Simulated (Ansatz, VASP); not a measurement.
# RbCl: VASP beside Ansatz

INCAR

```
  PREC = Accurate
  ENCUT = 500
  EDIFF = 1E-6
  ISMEAR = 0
  SIGMA = 0.02
  LREAL = F
  LASPH = T
  NELM = 120
  ALGO = Normal
  ISIF = 2
  LWAVE = F
  LCHARG = T
  GGA = PE
  LELF = T
  LVHAR = T
  NBANDS = 15
  GGA_COMPAT = F
```

File KPOINTS:

```
regular mesh
0
Gamma
  6 6 6
```

File POSCAR:

```
RbCl
1.0
    0.0000000000      3.2094137728      3.2094137728
    3.2094137728      0.0000000000      3.2094137728
    3.2094137728      3.2094137728      0.0000000000
Rb Cl
1 1
Direct
    0.0000000000      0.0000000000      0.0000000000
    0.5000000000      0.5000000000      0.5000000000
```

Input for Ansatz:

```yaml
crystal:
  lattice:
    - [0.0, 3.2094137728, 3.2094137728]
    - [3.2094137728, 0.0, 3.2094137728]
    - [3.2094137728, 3.2094137728, 0.0]
  atoms:
    - { symbol: Rb, position: [0.0, 0.0, 0.0] }
    - { symbol: Cl, position: [0.5, 0.5, 0.5] }
basis:
  ecutwfc: 420
kpoints:
  mp_grid: { grid: [6, 6, 6] }
hamiltonian:
  xc: pbe
scf:
  occupations: { method: gaussian, width: 0.02 }
output:
  forces: true
  stress: true
  eigenvalues: true
```

Alike in both runs: task single point; functional PBE; k mesh 6 × 6 × 6; occupations gaussian, width 0.02 eV; no spin polarisation.

|  | VASP | Ansatz |
| --- | --- | --- |
| version | VASP 6.6.1 | Ansatz 0.2.0 |
| potentials or method | VASP PAW PBE potentials, release 64 (Rb_sv, Cl), cutoff 500 eV | scalar-relativistic, plane waves, PAW |
| valence electrons in the cell | 16 | 16 |

```tsv
	VASP	Ansatz	Ansatz less VASP
gap on the k mesh at the Fermi level (eV)	5.25	5.25	+0.004
least direct gap on the mesh (eV)	5.25	5.25	+0.004
pressure (GPa)	2.5	2.5	-0.01
```

The functional is the same, so the differences come from potentials, cutoffs and numerics.
